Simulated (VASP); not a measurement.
Input of a VASP 6.6.1 run:

File INCAR:

```
PREC = Accurate
ENCUT = 520
EDIFF = 1E-6
ISMEAR = -1
SIGMA = 0.03
LREAL = False
LASPH = True
NELM = 60
ALGO = Normal
ISIF = 2
LWAVE = False
LCHARG = False
NBANDS = 11
```

Contents of KPOINTS:

```
regular mesh
0
Gamma
  16 16 16
```

POSCAR

```
C
1.0
    0.0000000000      1.8190680000      1.7834000000
    1.8190680000      0.0000000000      1.7834000000
    1.8190680000      1.8190680000      0.0000000000
C
2
Direct
    0.5000000000      0.5000000000      0.5000000000
    0.7500000000      0.7500000000      0.7500000000
```

Potentials or basis: VASP PAW LDA potentials, release 64 (C).

The run is started by

```console
$ cat potpaw_LDA.64/C/POTCAR > POTCAR
$ mpirun -np 1 vasp_std > vasp.out
```

Q: Predict the pressure.

A: -27.2 GPa.

Q: Estimate the band gap on the k mesh.

A: 3.51 eV (least direct gap 5.09 eV).

Stress tensor (GPa, compression positive):
```
-32.95   0.00   0.00
  0.00 -32.95   0.00
  0.00   0.00 -15.76
```

Caveat: the cell differs from its parent crystal (equal xx and yy strain of +2 %); the cell stands under tension. A k mesh can miss the band edges.
